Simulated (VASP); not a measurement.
**BeS: single point with r2SCAN**

Crystal: BeS.

```
Be S
1.0
     0.00000    2.22461    2.22461
     2.22461    0.00000    2.22461
     2.22461    2.22461    0.00000
Be S
1 1
Direct
  0.00000 0.00000 0.00000
  0.50000 0.50000 0.50000
```

This cell differs from its parent crystal: strain -4.0%.

| Quantity | Value |
| --- | --- |
| Program | VASP 6.6.1 |
| Task | single point |
| Functional | r2SCAN |
| Potentials or basis | VASP PAW PBE potentials, release 64 (Be, S) |
| Cutoff | 520 eV |
| k mesh | 10 × 10 × 10 |
| Occupations | gaussian, width 0.01 eV |
| Spin | no spin polarisation |

The pressure is 17.0 GPa. The band gap on the k mesh is 1.43 eV, indirect (least direct gap 4.86 eV).

Levels at points of the mesh, in eV from the valence-band top:
```
           k point  band 2  band 3  band 4  band 5  band 6  band 7
(0.00, 0.00, 0.00)   -0.26   -0.26   -0.26    7.85    9.22    9.22
(0.50, 0.00, 0.00)   -8.41   -0.60   -0.60    4.26    4.26    5.12
(0.50, 0.50, 0.00)   -8.01   -3.77   -3.77    1.43    4.29   14.22
```

It took 38 s on 1 thread of Intel(R) Xeon(R) Platinum 8488C (Sapphire Rapids), on a shared host, peak memory 0.14 GiB.

Caveat: the cell differs from its parent crystal (strain -4.0%); the PAW data sets were made with another functional, which shifts forces and pressure a little. A k mesh can miss the band edges.
